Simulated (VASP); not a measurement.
Set up this calculation in VASP 6.6.1, as the native input.

| Item | Value |
| --- | --- |
| Task | single point |
| Functional | PBE |
| Potentials or basis | VASP PAW PBE potentials, release 64 (Si, C) |
| Cutoff | 520 eV |
| k mesh | 12 × 12 × 4 |
| Occupations | gaussian, width 0.1 eV |
| Spin | no spin polarisation |
| Dipole correction | no |
| Further INCAR settings | ALGO = Normal; EDIFF = 1e-06; NBANDS = 21 |

The structure of Si5C lies in POSCAR:

```
Si5C
1.0
    3.1473114214      0.0000000000      0.0000000000
   -1.5736557107      2.7256516446      0.0000000000
    0.0000000000      0.0000000000     14.2612101534
Si C
5 1
Direct
    0.3333333333      0.6666666667      0.5820175859
    0.3333333333      0.6666666667      0.0000000000
    0.3333333333      0.6666666667      0.4179824141
    0.6666666667      0.3333333333      0.6913993904
    0.6666666667      0.3333333333      0.3086006096
    0.6666666667      0.3333333333      0.0000000000
```

The input as run:

INCAR

```
SYSTEM = Si5C
PREC = Accurate
ENCUT = 520
EDIFF = 1E-6
ISMEAR = 0
SIGMA = 0.1
LREAL = .FALSE.
LASPH = .TRUE.
NELM = 100
ALGO = Normal
ISIF = 2
LWAVE = .FALSE.
LCHARG = .TRUE.
GGA = PE
LELF = .TRUE.
LVHAR = .TRUE.
NBANDS = 21
```

KPOINTS

```
Automatic mesh
0
G
  12 12 4
  0 0 0
```

Potentials or basis: VASP PAW PBE potentials, release 64 (Si, C).

Launch:

```bash
$ cat potpaw_PBE.64/Si/POTCAR potpaw_PBE.64/C/POTCAR > POTCAR
$ mpirun -np 1 vasp_std > vasp.out
```

Results of the run:

```yaml
Pressure: -0.1 GPa
Largest_force: 0.020 eV/Å
Band_gap_on_the_k_mesh: zero (bands 12 and 13 overlap by 4.42 eV)
```

Run time: 60 s on 1 thread of Intel(R) Xeon(R) 6975P-C (Granite Rapids), with other jobs on the host, peak memory 0.29 GiB.
